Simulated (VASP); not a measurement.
# WSe2 in VASP: notebook

WSe2 is run at these levels: PBEsol; tasks: single point.

All numbers are computed with VASP 6.6.1; they aren't measurements. Logs are shortened: lines on timing, memory, paths and dates and some standing lists are left out, and cuts for length are marked.

## 1. The cell of the first run

The cell holds a slab with vacuum, 9 atoms: a = 3.271 Å, b = 3.271 Å, c = 29.185 Å, α = 90.00°, β = 90.00°, γ = 120.00°.

## 2. Single point, PBEsol

INCAR

```
PREC = Accurate
ENCUT = 520
EDIFF = 1E-7
ISMEAR = 0
SIGMA = 0.02
LREAL = False
LASPH = True
NELM = 60
ALGO = Normal
ISIF = 2
LWAVE = False
LCHARG = False
GGA = PS
NBANDS = 49
```

KPOINTS

```
regular mesh
0
Gamma
  12 12 1
```

POSCAR

```
WSe2
1.0
    3.2709028621      0.0000000000      0.0000000000
   -1.6354514310      2.8326849719      0.0000000000
    0.0000000000      0.0000000000     29.1847499586
W Se
3 6
Direct
    0.6666666667      0.3333333333      0.0000000000
    0.3333333333      0.6666666667      0.7734641533
    0.3333333333      0.6666666667      0.2265358467
    0.3333333333      0.6666666667      0.0573689714
    0.6666666667      0.3333333333      0.8308403010
    0.6666666667      0.3333333333      0.2838341640
    0.3333333333      0.6666666667      0.9426310286
    0.6666666667      0.3333333333      0.7161658360
    0.6666666667      0.3333333333      0.1691596990
```

Potentials or basis: VASP PAW PBE potentials, release 64 (W_sv, Se).

Command:

```console
cat potpaw_PBE.64/W_sv/POTCAR potpaw_PBE.64/Se/POTCAR > POTCAR
mpirun -np 1 vasp_std > vasp.out
```

OUTCAR:

```text
PREC = Accurate
   ENCUT = 520
   EDIFF = 1E-7
   ISMEAR = 0
   LREAL = False
   LASPH = True
   NELM = 60
   ISIF = 2
   GGA = PS

 ion  position               nearest neighbor table
   1  0.667  0.333  0.000-   4 2.52   7 2.52   4 2.52   7 2.52   4 2.52   7 2.52
   2  0.333  0.667  0.773-   8 2.52   8 2.52   8 2.52   5 2.52   5 2.52   5 2.52
   3  0.333  0.667  0.227-   6 2.52   6 2.52   6 2.52   9 2.52   9 2.52   9 2.52
   4  0.333  0.667  0.057-   1 2.52   1 2.52   1 2.52
   5  0.667  0.333  0.831-   2 2.52   2 2.52   2 2.52
   6  0.667  0.333  0.284-   3 2.52   3 2.52   3 2.52
   7  0.333  0.667  0.943-   1 2.52   1 2.52   1 2.52
   8  0.667  0.333  0.716-   2 2.52   2 2.52   2 2.52
   9  0.667  0.333  0.169-   3 2.52   3 2.52   3 2.52

  LATTYP: Found a hexagonal cell.
 ALAT       =     3.2709028621
 C/A-ratio  =     8.9225364338

  Lattice vectors:

 A1 = (   3.2709028621,   0.0000000000,   0.0000000000)
 A2 = (  -1.6354514310,   2.8326849719,   0.0000000000)
 A3 = (   0.0000000000,   0.0000000000,  29.1847499586)

Analysis of symmetry for initial positions (statically):
=====================================================================
 Subroutine PRICEL returns:
 Original cell was already a primitive cell.

 Routine SETGRP: Setting up the symmetry group for a
 hexagonal supercell.

 Subroutine GETGRP returns: Found 12 space group operations
 (whereof 12 operations were pure point group operations)
 out of a pool of 24 trial point group operations.

The static configuration has the point symmetry D_3h.

Analysis of symmetry for dynamics (positions and initial velocities):
=====================================================================
 Subroutine PRICEL returns:
 Original cell was already a primitive cell.

 Routine SETGRP: Setting up the symmetry group for a
 hexagonal supercell.

 Subroutine GETGRP returns: Found 12 space group operations
 (whereof 12 operations were pure point group operations)
 out of a pool of 24 trial point group operations.

The dynamic configuration has the point symmetry D_3h.

 Subroutine INISYM returns: Found 12 space group operations
 (whereof 12 operations are pure point group operations),
 and found     1 'primitive' translations

----------------------------------------------------------------------------------------

                                     Primitive cell

  volume of cell :     270.4095

  direct lattice vectors                    reciprocal lattice vectors
     3.270902862  0.000000000  0.000000000     0.305725985  0.176510980  0.000000000
    -1.635451431  2.832684972  0.000000000     0.000000000  0.353021960  0.000000000
     0.000000000  0.000000000 29.184749959     0.000000000  0.000000000  0.034264470

  length of vectors
     3.270902862  3.270902862 29.184749959     0.353021960  0.353021960  0.034264470

  position of ions in fractional coordinates (direct lattice)
     0.666666667  0.333333333  0.000000000
     0.333333333  0.666666667  0.773464153
     0.333333333  0.666666667  0.226535847
     0.333333333  0.666666667  0.057368971
     0.666666667  0.333333333  0.830840301
     0.666666667  0.333333333  0.283834164
     0.333333333  0.666666667  0.942631029
     0.666666667  0.333333333  0.716165836
     0.666666667  0.333333333  0.169159699

  ion indices of the primitive-cell ions
   primitive index   ion index
                 1           1
                 2           2
                 3           3
                 4           4
                 5           5
                 6           6
                 7           7
                 8           8
                 9           9

----------------------------------------------------------------------------------------

 KPOINTS: regular mesh

Automatic generation of k-mesh.
 Grid dimensions read from file:
 generate k-points for:   12   12    1

 Generating k-lattice:

  Cartesian coordinates                     Fractional coordinates (reciprocal lattice)
     0.025477165  0.014709248  0.000000000     0.083333333  0.000000000  0.000000000
     0.000000000  0.029418497  0.000000000     0.000000000  0.083333333  0.000000000
     0.000000000  0.000000000  0.034264470     0.000000000  0.000000000  1.000000000

  Length of vectors
     0.029418497  0.029418497  0.034264470

  Shift w.r.t. Gamma in fractional coordinates (k-lattice)
     0.000000000  0.000000000  0.000000000

 Subroutine IBZKPT returns following result:
 ===========================================

 Found     19 irreducible k-points:

 Following reciprocal coordinates:
            Coordinates               Weight
  0.000000  0.000000  0.000000      1.000000
  0.083333  0.000000  0.000000      6.000000
  0.166667  0.000000  0.000000      6.000000
  0.250000 -0.000000  0.000000      6.000000
  0.333333 -0.000000  0.000000      6.000000
  0.416667 -0.000000  0.000000      6.000000
[... 11 lines left out ...]
  0.333333  0.250000  0.000000     12.000000
  0.333333  0.333333  0.000000      2.000000
   k-points           NKPTS =     19   k-points in BZ     NKDIM =     19   number of bands    NBANDS=     49
   number of dos      NEDOS =    301   number of ions     NIONS =      9
   total plane-waves  NPLWV = 129024
   dimension x,y,z NGX =    24 NGY =   24 NGZ =  224
   dimension x,y,z NGXF=    48 NGYF=   48 NGZF=  448
   ions per type =               3   6
   NGX,Y,Z   is equivalent  to a cutoff of  12.20, 12.20, 12.76 a.u.
   NGXF,Y,Z  is equivalent  to a cutoff of  24.40, 24.40, 25.52 a.u.
 SYSTEM =  unknown system
   PREC   = accura    normal or accurate (medium, high low for compatibility)
   ISTART =      0    job   : 0-new  1-cont  2-samecut
   ICHARG =      2    charge: 1-file 2-atom 10-const
   ISPIN  =      1    spin polarized calculation?
   LNONCOLLINEAR =      F non collinear calculations
   LSORBIT =      F    spin-orbit coupling
   LASPH  =      T    aspherical Exc in radial PAW
   ENCUT  =  520.0 eV  38.22 Ry    6.18 a.u.   6.08  6.08 54.26*2*pi/ulx,y,z
   NELM   =     60;   NELMIN=  2; NELMDL= -5     # of ELM steps
   EDIFF  = 0.1E-06   stopping-criterion for ELM
   LREAL  =      F    real-space projection
   EDIFFG = 0.1E-05   stopping-criterion for IOM
   NSW    =      0    number of steps for IOM
   IBRION =     -1    ionic relax: 0-MD 1-quasi-New 2-CG
   NFREE  =      0    steps in history (QN), initial steepest desc. (CG)
   ISIF   =      2    stress and relaxation
   ISYM   =      2    0-nonsym 1-usesym 2-fastsym
   POTIM  = 0.5000    time-step for ionic-motion
   TEBEG  =    0.0;   TEEND  =   0.0 temperature during run
   PSTRESS=    0.0 pullay stress
   NELECT =      78.0000    total number of electrons
   NUPDOWN=      -1.0000    fix difference up-down
   EMIN   =  10.00;   EMAX   =-10.00  energy-range for DOS
   EFERMI =   0.00;   METHOD = LEGACY
   ISMEAR =     0;   SIGMA  =   0.02  broadening in eV -4-tet -1-fermi 0-gaus
   EFERMI_NEDOS =   21; number of points for ismear=-14 and -15
   IALGO  =     38    algorithm
   IMIX   =      4    mixing-type and parameters
     AMIX     =   0.40;   BMIX     =  1.00
     AMIX_MAG =   1.60;   BMIX_MAG =  1.00
  volume/ion in A,a.u.               =      30.05       202.76
  Fermi-wavevector in a.u.,A,eV,Ry     =   1.081681  2.044080 15.919266  1.170033
  Thomas-Fermi vector in A             =   2.217703
   LORBIT       =      0    0 simple, 1 ext, 2 COOP (PROOUT), +10 PAW based schemes
   GGA     = PS    functional components
   LHFCALC =     F    Hartree Fock is set to
   AEXX    =    0.0000 exact exchange contribution
   IVDW    =     0    specifies the selected vdW correction
   LEPSILON=     F    determine dielectric tensor
   LRPA    =     F    only Hartree local field effects (RPA)
 non-spin polarized calculation
 Gauss-broadening in eV      SIGMA  =   0.02
  energy-cutoff  :      520.00
  volume of cell :      270.41
 maximum number of plane-waves:      7344
   NGX = 13   NGY = 13   NGZ =109

 number of electron      77.9999995 magnetization

 Free energy of the ion-electron system (eV)
  ---------------------------------------------------
  ext. energy  EPLUGINS =         0.00000000
  ---------------------------------------------------
  free energy    TOTEN  =       -69.78688513 eV

  energy without entropy =      -69.78688513  energy(sigma->0) =      -69.78688513

 E-fermi :   2.7159     XC(G=0):  -7.6736

 val. band max:        2.3845632017   @ k =   0.0000   0.0000   0.0000
 cond. band min:       3.6281668168   @ k =   0.1667   0.1667   0.0000
 fundamental gap:      1.2436036151
 Fermi energy:         2.7159170648

 k-point     1 :       0.0000    0.0000    0.0000
  band No.  band energies     occupation
      1     -71.7001      2.00000
      2     -71.6974      2.00000
      3     -71.6974      2.00000
      4     -35.9652      2.00000
      5     -35.9628      2.00000
      6     -35.9628      2.00000
[... 41 lines left out ...]
     48       5.4986      0.00000
     49       5.5148      0.00000

 k-point     2 :       0.0833    0.0000    0.0000
  band No.  band energies     occupation
      1     -71.6994      2.00000
      2     -71.6967      2.00000
      3     -71.6967      2.00000
      4     -35.9620      2.00000
      5     -35.9595      2.00000
      6     -35.9595      2.00000
[... 41 lines left out ...]
     48       5.4045      0.00000
     49       5.4960      0.00000

 k-point     3 :       0.1667    0.0000    0.0000
  band No.  band energies     occupation
      1     -71.6973      2.00000
      2     -71.6946      2.00000
      3     -71.6946      2.00000
      4     -35.9530      2.00000
      5     -35.9506      2.00000
      6     -35.9506      2.00000
[... 41 lines left out ...]
     48       5.0946      0.00000
     49       5.8463      0.00000

 k-point     4 :       0.2500   -0.0000    0.0000
  band No.  band energies     occupation
      1     -71.6944      2.00000
      2     -71.6917      2.00000
      3     -71.6917      2.00000
      4     -35.9413      2.00000
      5     -35.9409      2.00000
      6     -35.9387      2.00000
[... 717 lines left out ...]
     48       5.5552      0.00000
     49       6.6251      0.00000

 k-point    18 :       0.3333    0.2500    0.0000
  band No.  band energies     occupation
      1     -71.6878      2.00000
      2     -71.6851      2.00000
      3     -71.6851      2.00000
      4     -36.0215      2.00000
      5     -36.0190      2.00000
      6     -36.0190      2.00000
[... 41 lines left out ...]
     48       5.6630      0.00000
     49       6.8598      0.00000

 k-point    19 :       0.3333    0.3333    0.0000
  band No.  band energies     occupation
      1     -71.6874      2.00000
      2     -71.6847      2.00000
      3     -71.6847      2.00000
      4     -36.0021      2.00000
      5     -35.9995      2.00000
      6     -35.9995      2.00000
[... 41 lines left out ...]
     48       5.8370      0.00000
     49       7.1200      0.00000

------------------------ aborting loop because EDIFF is reached ----------------------------------------

  FORCE on cell =-STRESS in cart. coord.  units (eV):
  Direction    XX          YY          ZZ          XY          YZ          ZX
  --------------------------------------------------------------------------------------
  -------------------------------------------------------------------------------------
  Total        0.4153538      0.4153538      0.5807241      0.0000000     -0.0000000      0.0000000
  in kB        2.4609730      2.4609730      3.4407926      0.0000000     -0.0000000      0.0000000
  external PRESSURE =       2.7875795 kB  Pullay stress =       0.0000000 kB

 VOLUME and BASIS-vectors are now :
 -----------------------------------------------------------------------------
  energy-cutoff  :      520.00
  volume of cell :      270.41
      direct lattice vectors                 reciprocal lattice vectors
     3.270902862  0.000000000  0.000000000     0.305725985  0.176510980  0.000000000
    -1.635451431  2.832684972  0.000000000     0.000000000  0.353021960  0.000000000
     0.000000000  0.000000000 29.184749959     0.000000000  0.000000000  0.034264470

 POSITION                                       TOTAL-FORCE (eV/Angst)
 -----------------------------------------------------------------------------------
      1.63545      0.94423      0.00000        -0.000000      0.000000      0.000000
     -0.00000      1.88846     22.57336        -0.000000     -0.000000     -0.001058
     -0.00000      1.88846      6.61139        -0.000000     -0.000000      0.001058
     -0.00000      1.88846      1.67430         0.000000      0.000000      0.060884
      1.63545      0.94423     24.24787         0.000000     -0.000000      0.061698
      1.63545      0.94423      8.28363        -0.000000     -0.000000      0.061047
     -0.00000      1.88846     27.51045        -0.000000      0.000000     -0.060884
      1.63545      0.94423     20.90112        -0.000000     -0.000000     -0.061047
      1.63545      0.94423      4.93688         0.000000     -0.000000     -0.061698
 -----------------------------------------------------------------------------------
    total drift:                                0.000000     -0.000000     -0.000000

  FREE ENERGIE OF THE ION-ELECTRON SYSTEM (eV)
  ---------------------------------------------------
  free  energy   TOTEN  =       -69.7868851300 eV

  energy  without entropy=      -69.7868851300  energy(sigma->0) =      -69.78688513
```

Wall time 13 min (1 thread of Intel Xeon 8259CL, shared host); peak memory 0.47 GiB.

What came out:

```yaml
Free_energy: -69.7869 eV
Largest_force: 0.062 eV/Å
Band_gap_on_the_k_mesh: 1.24 eV (least direct gap 1.62 eV)
```

Forces on the atoms (eV/Å):
```
W    0.000  0.000  0.000
W    0.000  0.000 -0.001
W    0.000  0.000  0.001
Se   0.000  0.000  0.061
Se   0.000  0.000  0.062
Se   0.000  0.000  0.061
Se   0.000  0.000 -0.061
Se   0.000  0.000 -0.061
Se   0.000  0.000 -0.062
```

Caveat: there is no dipole correction, which matters where the two faces differ; the PAW data sets were made with another functional, which shifts forces and pressure a little; spin-orbit coupling is left out, which moves the levels of the heavy elements.

## 3. Single point, PBEsol

INCAR

```
SYSTEM = WSe2
PREC = Accurate ; ENCUT = 520
EDIFF = 1E-6 ; ISMEAR = 0
SIGMA = 0.05 ; LREAL = .False.
LASPH = .True. ; NELM = 60
ALGO = Normal ; ISIF = 2
LWAVE = .False. ; LCHARG = .False.
GGA = PS ; NBANDS = 49
```

KPOINTS

```
regular mesh
0
Gamma
  12 12 1
  0 0 0
```

POSCAR is that of step 2.

Potentials or basis: VASP PAW PBE potentials, release 64 (W_sv, Se).

Command:

```console
cat potpaw_PBE.64/W_sv/POTCAR potpaw_PBE.64/Se/POTCAR > POTCAR
mpirun -np 1 vasp_std > vasp.out
```

Wall time 12 min (1 thread of Intel Xeon 8259CL, shared host); peak memory 0.47 GiB.

It converged, with:

| Quantity | Value |
| --- | --- |
| Free energy | -69.7869 eV |
| Largest force | 0.062 eV/Å |
| Band gap on the k mesh | 1.24 eV (least direct gap 1.62 eV) |

Forces on the atoms (eV/Å):
```
W    0.000  0.000  0.000
W    0.000  0.000 -0.001
W    0.000  0.000  0.001
Se   0.000  0.000  0.061
Se   0.000  0.000  0.062
Se   0.000  0.000  0.061
Se   0.000  0.000 -0.061
Se   0.000  0.000 -0.061
Se   0.000  0.000 -0.062
```

Levels at points of the mesh, in eV from the valence-band top:
```tsv
k point	band 35	band 36	band 37	band 38	band 39	band 40	band 41	band 42	band 43	band 44
(0.00, 0.00, 0.00)	-1.30	-1.30	-0.80	-0.29	0.00	2.89	2.89	2.91	2.91	2.93
(0.50, 0.00, 0.00)	-1.17	-1.15	-1.07	-0.99	-0.93	2.37	2.39	2.40	2.58	2.72
```

Caveat: there is no dipole correction, which matters where the two faces differ; the PAW data sets were made with another functional, which shifts forces and pressure a little; spin-orbit coupling is left out, which moves the levels of the heavy elements.
